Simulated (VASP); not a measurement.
Runs of VASP 6.6.1 on Al2GaAs3. The structure is that of space group I-4m2 (No. 119), or close to it. The cells are those of the table. 

```csv
task,cell,k mesh,cutoff (eV),smearing,gap on the mesh (eV),pressure (GPa),largest force (eV/Å)
single point,"a = 9.064 Å, angles 154.1, 154.1, 36.9°, 6 atoms",10 × 10 × 10,520,gaussian 0.02 eV,1.11,0.2,-
single point,"a = 9.046 Å, angles 154.1, 154.1, 37.0°, 6 atoms",6 × 6 × 6,520,gaussian 0.1 eV,1.12,0.2,-
single point,"a = 8.617 Å, angles 154.2, 154.2, 36.9°, 6 atoms",6 × 6 × 6,520,gaussian 0.1 eV,(a),(b),0.10
relaxation of cell and atoms,"relaxed from a = 8.617 Å, angles 154.2, 154.2, 36.9°, 6 atoms",6 × 6 × 6,600,gaussian 0.1 eV,1.10,0.0,0.03
```

Alike in all rows: level PBE; potentials or basis VASP PAW PBE potentials, release 64 (Al, Ga_d, As); no spin polarisation.

Task: Estimate the missing entries.

Result: (a) 1.19; (b) 14.2.

Caveats: the cell stands under pressure (at least some runs).

A k mesh can miss the band edges, and the runs leave out spin-orbit coupling on As, Ga.
